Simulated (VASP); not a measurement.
# Ge (P6_3/mmc) in VASP: notebook

The runs below take Ge through single point, with PBEsol.

Everything below comes from runs of VASP 6.6.1. Logs are shortened: lines on timing, memory, paths and dates and some standing lists are left out, and cuts for length are marked.

### Step 1. The cell of the first run

Symmetry: P6_3/mmc, No. 194, hexagonal system. Conventional cell: a = 3.937 Å, b = 3.937 Å, c = 6.596 Å, α = 90.00°, β = 90.00°, γ = 120.00°. Within 3.2 Å of Ge (site symmetry 3m) lie 4 Ge at 2.42 to 2.47 Å.

### Step 2. Single point, PBEsol (strain -0.015 along x and y, +0.000 along z)

INCAR

```
SYSTEM = Ge
PREC = Accurate
ENCUT = 520
EDIFF = 1E-6
ISMEAR = 0
SIGMA = 0.15
LREAL = .FALSE.
LASPH = .TRUE.
NELM = 100
ALGO = Normal
ISIF = 2
LWAVE = .FALSE.
LCHARG = .FALSE.
GGA = PS
NBANDS = 36
```

KPOINTS

```
Automatic mesh
0
G
  12 12 8
  0 0 0
```

POSCAR

```
Ge
1.0
    3.9370133462      0.0000000000      0.0000000000
   -1.9685066731      3.4095535729      0.0000000000
    0.0000000000      0.0000000000      6.5963651330
Ge
4
Direct
    0.6666666667      0.3333333333      0.0629118565
    0.3333333333      0.6666666667      0.5629118565
    0.6666666667      0.3333333333      0.4370881435
    0.3333333333      0.6666666667      0.9370881435
```

Potentials or basis: VASP PAW PBE potentials, release 64 (Ge_d).

Started as:

```console
cat potpaw_PBE.64/Ge_d/POTCAR > POTCAR
mpirun -np 1 vasp_std > vasp.out
```

OUTCAR:

```text
SYSTEM = Ge
   PREC = Accurate
   ENCUT = 520
   EDIFF = 1E-6
   ISMEAR = 0
   LREAL = .FALSE.
   LASPH = .TRUE.
   NELM = 100
   ISIF = 2
   GGA = PS

 ion  position               nearest neighbor table
   1  0.667  0.333  0.063-   4 2.42   4 2.42   4 2.42   3 2.47
   2  0.333  0.667  0.563-   3 2.42   3 2.42   3 2.42   4 2.47
   3  0.667  0.333  0.437-   2 2.42   2 2.42   2 2.42   1 2.47
   4  0.333  0.667  0.937-   1 2.42   1 2.42   1 2.42   2 2.47

  LATTYP: Found a hexagonal cell.
 ALAT       =     3.9370133462
 C/A-ratio  =     1.6754744150

  Lattice vectors:

 A1 = (   3.9370133462,   0.0000000000,   0.0000000000)
 A2 = (  -1.9685066731,   3.4095535729,   0.0000000000)
 A3 = (   0.0000000000,   0.0000000000,   6.5963651330)

Analysis of symmetry for initial positions (statically):
=====================================================================
 Subroutine PRICEL returns:
 Original cell was already a primitive cell.

 Routine SETGRP: Setting up the symmetry group for a
 hexagonal supercell.

 Subroutine GETGRP returns: Found 24 space group operations
 (whereof 12 operations were pure point group operations)
 out of a pool of 24 trial point group operations.

The static configuration has the point symmetry D_3d.
 The point group associated with its full space group is D_6h.

Analysis of symmetry for dynamics (positions and initial velocities):
=====================================================================
 Subroutine PRICEL returns:
 Original cell was already a primitive cell.

 Routine SETGRP: Setting up the symmetry group for a
 hexagonal supercell.

 Subroutine GETGRP returns: Found 24 space group operations
 (whereof 12 operations were pure point group operations)
 out of a pool of 24 trial point group operations.

The dynamic configuration has the point symmetry D_3d.
 The point group associated with its full space group is D_6h.

 Subroutine INISYM returns: Found 24 space group operations
 (whereof 12 operations are pure point group operations),
 and found     1 'primitive' translations

----------------------------------------------------------------------------------------

                                     Primitive cell

  volume of cell :      88.5460

  direct lattice vectors                    reciprocal lattice vectors
     3.937013346  0.000000000  0.000000000     0.253999647  0.146646765  0.000000000
    -1.968506673  3.409553573  0.000000000     0.000000000  0.293293529  0.000000000
     0.000000000  0.000000000  6.596365133     0.000000000  0.000000000  0.151598643

  length of vectors
     3.937013346  3.937013346  6.596365133     0.293293529  0.293293529  0.151598643

  position of ions in fractional coordinates (direct lattice)
     0.666666667  0.333333333  0.062911857
     0.333333333  0.666666667  0.562911857
     0.666666667  0.333333333  0.437088143
     0.333333333  0.666666667  0.937088143

  ion indices of the primitive-cell ions
   primitive index   ion index
                 1           1
                 2           2
                 3           3
                 4           4

----------------------------------------------------------------------------------------

 KPOINTS: Automatic mesh

Automatic generation of k-mesh.
 Grid dimensions read from file:
 generate k-points for:   12   12    8

 Generating k-lattice:

  Cartesian coordinates                     Fractional coordinates (reciprocal lattice)
     0.021166637  0.012220564  0.000000000     0.083333333  0.000000000  0.000000000
     0.000000000  0.024441127  0.000000000     0.000000000  0.083333333  0.000000000
     0.000000000  0.000000000  0.018949830     0.000000000  0.000000000  0.125000000

  Length of vectors
     0.024441127  0.024441127  0.018949830

  Shift w.r.t. Gamma in fractional coordinates (k-lattice)
     0.000000000  0.000000000  0.000000000

 Subroutine IBZKPT returns following result:
 ===========================================

 Found     95 irreducible k-points:

 Following reciprocal coordinates:
            Coordinates               Weight
  0.000000  0.000000  0.000000      1.000000
  0.083333 -0.000000  0.000000      6.000000
  0.166667 -0.000000  0.000000      6.000000
  0.250000 -0.000000  0.000000      6.000000
  0.333333 -0.000000  0.000000      6.000000
  0.416667  0.000000  0.000000      6.000000
[... 16 lines left out ...]
  0.250000 -0.000000  0.125000     12.000000
  0.333333 -0.000000  0.125000     12.000000
 [... further k-points ...]
   k-points           NKPTS =     95   k-points in BZ     NKDIM =     95   number of bands    NBANDS=     36
   number of dos      NEDOS =    301   number of ions     NIONS =      4
   total plane-waves  NPLWV =  45000
   dimension x,y,z NGX =    30 NGY =   30 NGZ =   50
   dimension x,y,z NGXF=    60 NGYF=   60 NGZF=  100
   ions per type =               4
   NGX,Y,Z   is equivalent  to a cutoff of  12.67, 12.67, 12.60 a.u.
   NGXF,Y,Z  is equivalent  to a cutoff of  25.34, 25.34, 25.20 a.u.
 SYSTEM =  Ge
   PREC   = accura    normal or accurate (medium, high low for compatibility)
   ISTART =      0    job   : 0-new  1-cont  2-samecut
   ICHARG =      2    charge: 1-file 2-atom 10-const
   ISPIN  =      1    spin polarized calculation?
   LNONCOLLINEAR =      F non collinear calculations
   LSORBIT =      F    spin-orbit coupling
   LASPH  =      T    aspherical Exc in radial PAW
   ENCUT  =  520.0 eV  38.22 Ry    6.18 a.u.   7.32  7.32 12.26*2*pi/ulx,y,z
   NELM   =    100;   NELMIN=  2; NELMDL= -5     # of ELM steps
   EDIFF  = 0.1E-05   stopping-criterion for ELM
   LREAL  =      F    real-space projection
   EDIFFG = 0.1E-04   stopping-criterion for IOM
   NSW    =      0    number of steps for IOM
   IBRION =     -1    ionic relax: 0-MD 1-quasi-New 2-CG
   NFREE  =      0    steps in history (QN), initial steepest desc. (CG)
   ISIF   =      2    stress and relaxation
   ISYM   =      2    0-nonsym 1-usesym 2-fastsym
   POTIM  = 0.5000    time-step for ionic-motion
   TEBEG  =    0.0;   TEEND  =   0.0 temperature during run
   PSTRESS=    0.0 pullay stress
   NELECT =      56.0000    total number of electrons
   NUPDOWN=      -1.0000    fix difference up-down
   EMIN   =  10.00;   EMAX   =-10.00  energy-range for DOS
   EFERMI =   0.00;   METHOD = LEGACY
   ISMEAR =     0;   SIGMA  =   0.15  broadening in eV -4-tet -1-fermi 0-gaus
   EFERMI_NEDOS =   21; number of points for ismear=-14 and -15
   IALGO  =     38    algorithm
   IMIX   =      4    mixing-type and parameters
     AMIX     =   0.40;   BMIX     =  1.00
     AMIX_MAG =   1.60;   BMIX_MAG =  1.00
  volume/ion in A,a.u.               =      22.14       149.38
  Fermi-wavevector in a.u.,A,eV,Ry     =   1.405231  2.655502 26.867084  1.974675
  Thomas-Fermi vector in A             =   2.527713
   LORBIT       =      0    0 simple, 1 ext, 2 COOP (PROOUT), +10 PAW based schemes
   GGA     = PS    functional components
   LHFCALC =     F    Hartree Fock is set to
   AEXX    =    0.0000 exact exchange contribution
   IVDW    =     0    specifies the selected vdW correction
   LEPSILON=     F    determine dielectric tensor
   LRPA    =     F    only Hartree local field effects (RPA)
 non-spin polarized calculation
 Gauss-broadening in eV      SIGMA  =   0.15
  energy-cutoff  :      520.00
  volume of cell :       88.55
 maximum number of plane-waves:      2413
 NGX is ok and might be reduce to    30
   NGX = 15   NGY = 15   NGZ = 25

 number of electron      56.0000024 magnetization

 Free energy of the ion-electron system (eV)
  ---------------------------------------------------
  ext. energy  EPLUGINS =         0.00000000
  ---------------------------------------------------
  free energy    TOTEN  =       -19.66024686 eV

  energy without entropy =      -19.65863286  energy(sigma->0) =      -19.65943986

 E-fermi :   5.2199     XC(G=0): -10.2320

 val. band max:        5.1621137016   @ k =   0.0000   0.0000   0.1250
 cond. band min:       5.2238750030   @ k =   0.0000   0.0000   0.0000
 fundamental gap:      0.0617613014
 Fermi energy:         5.2199164926

 k-point     1 :       0.0000    0.0000    0.0000
  band No.  band energies     occupation
      1     -19.7623      2.00000
      2     -19.7623      2.00000
      3     -19.7234      2.00000
      4     -19.7234      2.00000
      5     -19.7063      2.00000
      6     -19.6964      2.00000
[... 28 lines left out ...]
     35       9.7343      0.00000
     36      11.1728      0.00000

 k-point     2 :       0.0833   -0.0000    0.0000
  band No.  band energies     occupation
      1     -19.7664      2.00000
      2     -19.7638      2.00000
      3     -19.7260      2.00000
      4     -19.7234      2.00000
      5     -19.7132      2.00000
      6     -19.6910      2.00000
[... 28 lines left out ...]
     35      10.0606      0.00000
     36      11.6525      0.00000

 k-point     3 :       0.1667   -0.0000    0.0000
  band No.  band energies     occupation
      1     -19.7737      2.00000
      2     -19.7671      2.00000
      3     -19.7318      2.00000
      4     -19.7239      2.00000
      5     -19.7221      2.00000
      6     -19.6826      2.00000
[... 28 lines left out ...]
     35      10.8496      0.00000
     36      10.9059      0.00000
[... 742 lines left out ...]
 k-point    23 :       0.2500   -0.0000    0.1250
  band No.  band energies     occupation
      1     -19.7763      2.00000
      2     -19.7688      2.00000
      3     -19.7391      2.00000
      4     -19.7333      2.00000
      5     -19.7192      2.00000
      6     -19.6767      2.00000
[... 28 lines left out ...]
     35      11.5277      0.00000
     36      11.9018      0.00000

 k-point    24 :       0.3333   -0.0000    0.1250
  band No.  band energies     occupation
      1     -19.7760      2.00000
      2     -19.7703      2.00000
      3     -19.7431      2.00000
      4     -19.7429      2.00000
      5     -19.7108      2.00000
      6     -19.6731      2.00000
[... 28 lines left out ...]
     35      12.3037      0.00000
     36      12.6210      0.00000

 [... further k-points ...]

------------------------ aborting loop because EDIFF is reached ----------------------------------------

  FORCE on cell =-STRESS in cart. coord.  units (eV):
  Direction    XX          YY          ZZ          XY          YZ          ZX
  --------------------------------------------------------------------------------------
  -------------------------------------------------------------------------------------
  Total        1.6637487      1.6637487      0.1029665      0.0000000      0.0000000      0.0000000
  in kB       30.1043475     30.1043475      1.8631050      0.0000000      0.0000000      0.0000000
  external PRESSURE =      20.6906000 kB  Pullay stress =       0.0000000 kB

 VOLUME and BASIS-vectors are now :
 -----------------------------------------------------------------------------
  energy-cutoff  :      520.00
  volume of cell :       88.55
      direct lattice vectors                 reciprocal lattice vectors
     3.937013346  0.000000000  0.000000000     0.253999647  0.146646765  0.000000000
    -1.968506673  3.409553573  0.000000000     0.000000000  0.293293529  0.000000000
     0.000000000  0.000000000  6.596365133     0.000000000  0.000000000  0.151598643

 POSITION                                       TOTAL-FORCE (eV/Angst)
 -----------------------------------------------------------------------------------
      1.96851      1.13652      0.41499        -0.000000      0.000000      0.158368
     -0.00000      2.27304      3.71317        -0.000000      0.000000      0.158368
      1.96851      1.13652      2.88319         0.000000     -0.000000     -0.158368
     -0.00000      2.27304      6.18138         0.000000      0.000000     -0.158368
 -----------------------------------------------------------------------------------
    total drift:                               -0.000000      0.000000      0.000000

  FREE ENERGIE OF THE ION-ELECTRON SYSTEM (eV)
  ---------------------------------------------------
  free  energy   TOTEN  =       -19.6602468618 eV

  energy  without entropy=      -19.6586328561  energy(sigma->0) =      -19.65943986
```

Wall time 4.1 min (1 thread of AMD EPYC 7R43 (Zen 3), shared host); peak memory 0.3 GiB.

What came out:

* Free energy: -19.6602 eV
* Pressure: 2.1 GPa
* Largest force: 0.158 eV/Å
* Band gap on the k mesh: zero (filled and empty bands touch)

Forces in eV/Å, atoms in the order of the input:
```
Ge   0.000  0.000  0.158
Ge   0.000  0.000  0.158
Ge   0.000  0.000 -0.158
Ge   0.000  0.000 -0.158
```

Stress tensor (GPa, compression positive):
```
3.01 0.00 0.00
0.00 3.01 0.00
0.00 0.00 0.19
```

Levels at points of the mesh, in eV from the Fermi level:
```
           k point  band 25  band 26  band 27  band 28  band 29  band 30  band 31  band 32
(0.00, 0.00, 0.00)    -1.54    -0.27     0.00     0.04     0.04     0.10     2.24     2.24
(0.50, 0.00, 0.00)    -4.83    -3.22    -3.02    -1.61     0.41     1.57     3.37     3.67
(0.00, 0.00, 0.50)    -0.92    -0.92    -0.92    -0.92     0.76     0.76     3.33     3.33
(0.50, 0.00, 0.50)    -2.76    -2.76    -2.57    -2.57     0.38     0.38     1.91     1.91
```

Caveat: the cell differs from its parent crystal (strain -0.015 along x and y, +0.000 along z); the PAW data sets were made with another functional, which shifts forces and pressure a little.

### Step 3. Single point, PBEsol (strain -0.015 along x and y, +0.015 along z)

INCAR

```
PREC = Accurate
ENCUT = 520
EDIFF = 1E-6
ISMEAR = 0
SIGMA = 0.15
LREAL = F
LASPH = T
NELM = 80
ALGO = Normal
ISIF = 2
LWAVE = F
LCHARG = T
GGA = PS
LELF = T
LVHAR = T
NBANDS = 36
```

KPOINTS

```
regular mesh
0
Gamma
  12 12 8
```

Changes to POSCAR since step 2:

```diff
@@ -4,3 +4,3 @@
    -1.9685066731      3.4095535729      0.0000000000
-    0.0000000000      0.0000000000      6.5963651330
+    0.0000000000      0.0000000000      6.6953106100
 Ge
```

Potentials or basis: VASP PAW PBE potentials, release 64 (Ge_d).

Started as:

```console
cat potpaw_PBE.64/Ge_d/POTCAR > POTCAR
mpirun -np 1 vasp_std > vasp.out
```

OUTCAR:

```text
PREC = Accurate
   ENCUT = 520
   EDIFF = 1E-6
   ISMEAR = 0
   LREAL = F
   LASPH = T
   NELM = 80
   ISIF = 2
   GGA = PS

 ion  position               nearest neighbor table
   1  0.667  0.333  0.063-   4 2.42   4 2.42   4 2.42   3 2.51
   2  0.333  0.667  0.563-   3 2.42   3 2.42   3 2.42   4 2.51
   3  0.667  0.333  0.437-   2 2.42   2 2.42   2 2.42   1 2.51
   4  0.333  0.667  0.937-   1 2.42   1 2.42   1 2.42   2 2.51

  LATTYP: Found a hexagonal cell.
 ALAT       =     3.9370133462
[... 1129 lines left out ...]
     35      12.2158      0.00000
     36      12.3423      0.00000

 [... further k-points ...]
[... 5 lines left out ...]
  --------------------------------------------------------------------------------------
  -------------------------------------------------------------------------------------
  Total        1.5538213      1.5538213     -1.3812920      0.0000000      0.0000000      0.0000000
  in kB       27.6997920     27.6997920    -24.6241334      0.0000000      0.0000000      0.0000000
  external PRESSURE =      10.2584835 kB  Pullay stress =       0.0000000 kB

 VOLUME and BASIS-vectors are now :
 -----------------------------------------------------------------------------
  energy-cutoff  :      520.00
  volume of cell :       89.87
      direct lattice vectors                 reciprocal lattice vectors
     3.937013346  0.000000000  0.000000000     0.253999647  0.146646765  0.000000000
    -1.968506673  3.409553573  0.000000000     0.000000000  0.293293529  0.000000000
     0.000000000  0.000000000  6.695310610     0.000000000  0.000000000  0.149358269

 POSITION                                       TOTAL-FORCE (eV/Angst)
 -----------------------------------------------------------------------------------
      1.96851      1.13652      0.42121         0.000000     -0.000000      0.273836
     -0.00000      2.27304      3.76887         0.000000      0.000000      0.273836
      1.96851      1.13652      2.92644         0.000000     -0.000000     -0.273836
     -0.00000      2.27304      6.27410        -0.000000      0.000000     -0.273836
 -----------------------------------------------------------------------------------
    total drift:                               -0.000000      0.000000     -0.000000

  FREE ENERGIE OF THE ION-ELECTRON SYSTEM (eV)
  ---------------------------------------------------
  free  energy   TOTEN  =       -19.6514259572 eV

  energy  without entropy=      -19.6496755280  energy(sigma->0) =      -19.65055074
```

OSZICAR:

```text
N       E                     dE             d eps       ncg     rms          rms(c)
DAV:   1     0.494466413147E+03    0.49447E+03   -0.28318E+04  7908   0.429E+03
DAV:   2     0.661425204664E+02   -0.42832E+03   -0.41738E+03  6840   0.811E+02
DAV:   3    -0.153484004202E+02   -0.81491E+02   -0.80392E+02  7376   0.207E+02
DAV:   4    -0.198766563035E+02   -0.45283E+01   -0.45091E+01  8064   0.570E+01
DAV:   5    -0.199691195599E+02   -0.92463E-01   -0.92427E-01  7692   0.907E+00    0.469E+00
DAV:   6    -0.197516913538E+02    0.21743E+00   -0.10319E-01  8036   0.287E+00    0.266E+00
DAV:   7    -0.196486668624E+02    0.10302E+00   -0.15625E-01  7364   0.284E+00    0.216E-01
DAV:   8    -0.196509093331E+02   -0.22425E-02   -0.17698E-02  7704   0.132E+00    0.112E-01
DAV:   9    -0.196513559499E+02   -0.44662E-03   -0.63683E-04  7868   0.155E-01    0.420E-02
DAV:  10    -0.196514147370E+02   -0.58787E-04   -0.88497E-05  8468   0.104E-01    0.129E-02
DAV:  11    -0.196514250896E+02   -0.10353E-04   -0.13488E-05  6436   0.208E-02    0.287E-03
DAV:  12    -0.196514259572E+02   -0.86767E-06   -0.21750E-06  6324   0.109E-02
   1 F= -.19651426E+02 E0= -.19650551E+02  d E =-.175043E-02
```

Wall time 4.3 min (1 thread of AMD EPYC 7R43 (Zen 3), shared host); peak memory 0.3 GiB.

What came out:

| Property | Result |
| --- | --- |
| Free energy | -19.6514 eV |
| Pressure | 1.0 GPa |
| Largest force | 0.274 eV/Å |
| Band gap on the k mesh | zero (filled and empty bands touch) |

Forces on the atoms (eV/Å):
```
Ge   0.000  0.000  0.274
Ge   0.000  0.000  0.274
Ge   0.000  0.000 -0.274
Ge   0.000  0.000 -0.274
```

Stress tensor (GPa, compression positive):
```
 2.77  0.00  0.00
 0.00  2.77  0.00
 0.00  0.00 -2.46
```

Caveat: the cell differs from its parent crystal (strain -0.015 along x and y, +0.015 along z); the PAW data sets were made with another functional, which shifts forces and pressure a little.

### Step 4. Single point, PBEsol (strain -0.030 along x and y, -0.030 along z)

INCAR

```
  PREC = Accurate
  ENCUT = 520
  EDIFF = 1E-6
  ISMEAR = 0
  SIGMA = 0.15
  LREAL = False
  LASPH = True
  NELM = 80
  ALGO = Normal
  ISIF = 2
  LWAVE = False
  LCHARG = True
  GGA = PS
  LELF = True
  LVHAR = True
  NBANDS = 36
```

KPOINTS

```
Automatic mesh
0
Gamma
  12 12 8
```

POSCAR

```
Ge
1.0
    3.8770588283      0.0000000000      0.0000000000
   -1.9385294141      3.3576314372      0.0000000000
    0.0000000000      0.0000000000      6.3984741790
Ge
4
Direct
    0.6666666667      0.3333333333      0.0629118565
    0.3333333333      0.6666666667      0.5629118565
    0.6666666667      0.3333333333      0.4370881435
    0.3333333333      0.6666666667      0.9370881435
```

Started as:

```console
cat potpaw_PBE.64/Ge_d/POTCAR > POTCAR
mpirun -np 1 vasp_std > vasp.out
```

Run time: 6.3 min. Hardware: 1 thread of AMD EPYC 7R13, shared host; peak memory 0.3 GiB.

The run converged. Its results:

* Free energy: -19.5127 eV
* Pressure: 7.5 GPa
* Largest force: 0.032 eV/Å
* Band gap on the k mesh: zero (filled and empty bands touch)

Forces in eV/Å, atoms in the order of the input:
```
Ge   0.000  0.000  0.032
Ge   0.000  0.000  0.032
Ge   0.000  0.000 -0.032
Ge   0.000  0.000 -0.032
```

Stress tensor (GPa, compression positive):
```
7.50 0.00 0.00
0.00 7.50 0.00
0.00 0.00 7.59
```

Levels at points of the mesh, in eV from the Fermi level:
```csv
k point,band 26,band 27,band 28,band 29,band 30,band 31
"(0.00, 0.00, 0.00)",-0.30,0.00,0.03,0.03,0.72,2.11
"(0.50, 0.00, 0.00)",-3.53,-3.32,-1.71,0.24,1.78,3.37
"(0.00, 0.00, 0.50)",-1.07,-1.07,-1.07,0.83,0.83,3.30
"(0.50, 0.00, 0.50)",-2.91,-2.80,-2.80,0.41,0.41,1.85
```

Caveat: the cell differs from its parent crystal (strain -0.030 along x and y, -0.030 along z); the PAW data sets were made with another functional, which shifts forces and pressure a little.

(Continued in part 2 of 2.)
